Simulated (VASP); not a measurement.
Runs of VASP 6.6.1 on Be2Tl. The structure is that of space group I4/mcm (No. 140), or close to it. The cells are those of the table. 

| task | cell | k mesh | cutoff (eV) | gap on the mesh (eV) | pressure (GPa) | largest force (eV/Å) |
| --- | --- | --- | --- | --- | --- | --- |
| relaxation of cell and atoms | relaxed from a = 4.920 Å, angles 104.9, 104.9, 119.0°, 6 atoms | 4 × 4 × 4 | 600 | none | 0.2 | 0.01 |
| relaxation of cell and atoms | relaxed from a = 5.860 Å, angles 136.4, 136.4, 63.4°, 6 atoms | 6 × 6 × 6 | 600 | none | -0.2 | 0.03 |
| single point | a = 5.860 Å, angles 136.4, 136.4, 63.4°, 6 atoms | 4 × 4 × 4 | 520 | none | 0.1 | - |
| single point | a = 5.864 Å, angles 136.5, 136.5, 63.2°, 6 atoms | 6 × 6 × 6 | 520 | none | (a) | - |
| single point | a = 4.920 Å, angles 104.9, 104.9, 119.0°, 6 atoms | 6 × 6 × 6 | 520 | none | 16.2 | 0.94 |

Alike in all rows: level PBE; potentials or basis VASP PAW PBE potentials, release 64 (Be, Tl_d); no spin polarisation; smearing gaussian 0.1 eV.

Q: Estimate the missing entries.

A: (a) 0.0.

Caveats: some runs use coarse meshes; spin-orbit coupling is left out, which moves the levels of the heavy elements; the relaxation stopped at its first step, so nothing moved (some runs).

A k mesh can miss the band edges, and the runs leave out spin-orbit coupling on Tl.

A gap of «none» marks levels without a gap at the run's occupations.
